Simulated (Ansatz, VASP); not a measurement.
Two plane-wave programs on Sc3Al

```xyz
4
Lattice="4.9488 0.0000 0.0000 0.0000 4.9488 0.0000 0.0000 0.0000 4.3748" Properties=species:S:1:pos:R:3 pbc="T T T"
Sc    2.4744    0.0000    2.1874
Sc    0.0000    2.4744    2.1874
Sc    2.4744    2.4744    0.0000
Al    0.0000    0.0000    0.0000
```

Change from the starting cell: strain +0.1312 x Voigt [1, 1, 0, 0, 0, 0], atoms carried along.

Alike in both runs: task single point; functional PBEsol; k mesh 12 × 12 × 12; occupations gaussian, width 0.15 eV; no spin polarisation.

|  | VASP | Ansatz |
| --- | --- | --- |
| version | VASP 6.6.1 | Ansatz 0.2.0 |
| potentials or method | VASP PAW PBE potentials, release 64 (Sc_sv, Al), cutoff 520 eV | scalar-relativistic, plane waves, PAW |
| valence electrons in the cell | 36 | 36 |

VASP gave:

| Property | Result |
| --- | --- |
| gap on the k mesh at the Fermi level (eV) | none |
| pressure (GPa) | -10.4 |
| traceless stress, the component that is largest in VASP (GPa) | 2.62 |

Which values does Ansatz return?

gap on the k mesh at the Fermi level (eV): none; pressure (GPa): -10.4; traceless stress, the component that is largest in VASP (GPa): 2.61.

VASP's potentials were made for PBE, not for PBEsol. A gap of «none» marks a metal or a gap that the smearing closes.
